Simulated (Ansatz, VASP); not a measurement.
One calculation of GaS3, two programs

```
Ga S
1.0
     5.21144    0.00000    0.00000
    -2.60572    4.51324    0.00000
     0.00000    0.00000    7.57924
Ga S
2 6
Direct
  0.66667 0.33333 0.00000
  0.33333 0.66667 0.00000
  0.69760 0.69760 0.78351
  0.30240 0.30240 0.21649
  0.00000 0.30240 0.78351
  0.30240 0.00000 0.78351
  0.69760 0.00000 0.21649
  0.00000 0.69760 0.21649
```

Change from the starting cell: species swapped into the TiCl3 type (P-31m, No. 162).

Alike in both runs: functional PBE; k mesh 3 × 3 × 4; occupations gaussian, width 0.1 eV; no spin polarisation.

Ansatz relaxed the structure, and its values are those at the end. VASP's run is a single point on that final structure, the one shown.

|  | VASP | Ansatz |
| --- | --- | --- |
| version | VASP 6.6.1 | Ansatz 0.2.0 |
| potentials or method | VASP PAW PBE potentials, release 64 (Ga_d, S), cutoff 520 eV | scalar-relativistic, plane waves, PAW |
| valence electrons in the cell | 62 | 62 |

VASP gave:

```
gap on the k mesh at the Fermi level (eV) : none
pressure (GPa)                            : 0.0
rms of the force components (eV/Å)        : 0.004
```

Problem. Which values does Ansatz return?

Solution. gap on the k mesh at the Fermi level (eV): none; pressure (GPa): 0.0; rms of the force components (eV/Å): 0.003.

A gap of «none» marks a metal or a gap that the smearing closes. With one functional, cell and mesh, what is left measures potentials, basis and numerics.

The k mesh is coarse, so the values compare programs but aren't converged.
